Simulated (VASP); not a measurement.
Wanted: the native input for a VASP 6.6.1 run.

| Property | Result |
| --- | --- |
| Task | single point |
| Functional | r2SCAN |
| Potentials or basis | VASP PAW PBE potentials, release 64 (Ba_sv, Zn, Sb, F) |
| Cutoff | 660 eV |
| k mesh | 6 × 6 × 2 |
| Occupations | fermi-dirac, width 0.02 eV |
| Spin | no spin polarisation |
| Dipole correction | no |
| Further INCAR settings | ALGO = Normal; EDIFF = 1e-06; NBANDS = 44 |

Crystal: BaZnSbF.

```
Ba Zn Sb F
1.0
     4.36299    0.00000    0.00000
     0.00000    4.36299    0.00000
     0.00000    0.00000    9.55297
Ba Zn Sb F
2 2 2 2
Direct
  0.00000 0.50000 0.35071
  0.50000 0.00000 0.64929
  0.50000 0.50000 0.00000
  0.00000 0.00000 0.00000
  0.50000 0.00000 0.16501
  0.00000 0.50000 0.83499
  0.50000 0.50000 0.50000
  0.00000 0.00000 0.50000
```

One way to write it, as run:

POSCAR

```
BaZnSbF
1.0
    4.3629898254      0.0000000000      0.0000000000
    0.0000000000      4.3629898254      0.0000000000
    0.0000000000      0.0000000000      9.5529687280
Ba Zn Sb F
2 2 2 2
Direct
    0.0000000000      0.5000000000      0.3507091586
    0.5000000000      0.0000000000      0.6492908414
    0.5000000000      0.5000000000      0.0000000000
    0.0000000000      0.0000000000      0.0000000000
    0.5000000000      0.0000000000      0.1650113303
    0.0000000000      0.5000000000      0.8349886697
    0.5000000000      0.5000000000      0.5000000000
    0.0000000000      0.0000000000      0.5000000000
```

INCAR.step1

```
SYSTEM = BaZnSbF
ALGO = Normal ; EDIFF = 1E-5
ENCUT = 660 ; GGA = PE
GGA_COMPAT = .FALSE. ; ISMEAR = -1
LASPH = .TRUE. ; LCHARG = .FALSE.
LREAL = .FALSE. ; LWAVE = .TRUE.
NBANDS = 44 ; NELM = 120
PREC = Accurate ; SIGMA = 0.02
```

INCAR.step2

```
SYSTEM = BaZnSbF
ALGO = Normal ; EDIFF = 1E-6
ENCUT = 660 ; GGA_COMPAT = .FALSE.
ISIF = 2 ; ISMEAR = -1
ISTART = 1 ; LASPH = .TRUE.
LCHARG = .FALSE. ; LMIXTAU = .TRUE.
LREAL = .FALSE. ; LWAVE = .FALSE.
METAGGA = R2SCAN ; NBANDS = 44
NELM = 120 ; PREC = Accurate
SIGMA = 0.02
```

KPOINTS

```
k-points
0
G
  6 6 2
  0 0 0
```

Potentials or basis: VASP PAW PBE potentials, release 64 (Ba_sv, Zn, Sb, F).

The run is started by

```bash
$ cat potpaw_PBE.64/Ba_sv/POTCAR potpaw_PBE.64/Zn/POTCAR potpaw_PBE.64/Sb/POTCAR potpaw_PBE.64/F/POTCAR > POTCAR
$ cp INCAR.step1 INCAR
$ mpirun -np 1 vasp_std > vasp.out
$ cp INCAR.step2 INCAR
$ mpirun -np 1 vasp_std > vasp.out
```

It gave:

- Pressure: 4.7 GPa
- Largest force: 0.396 eV/Å
- Band gap on the k mesh: zero (bands 34 and 35 overlap by 0.02 eV)

Caveat: the cell stands under pressure; semilocal functionals underestimate gaps, and a narrow one can read as zero; the PAW data sets were made with another functional, which shifts forces and pressure a little; spin-orbit coupling is left out, which moves the levels of the heavy elements.

Run time: 25 min on 1 thread of Oxide Virtual Turin-like Processor (shared host), peak memory 0.5 GiB.
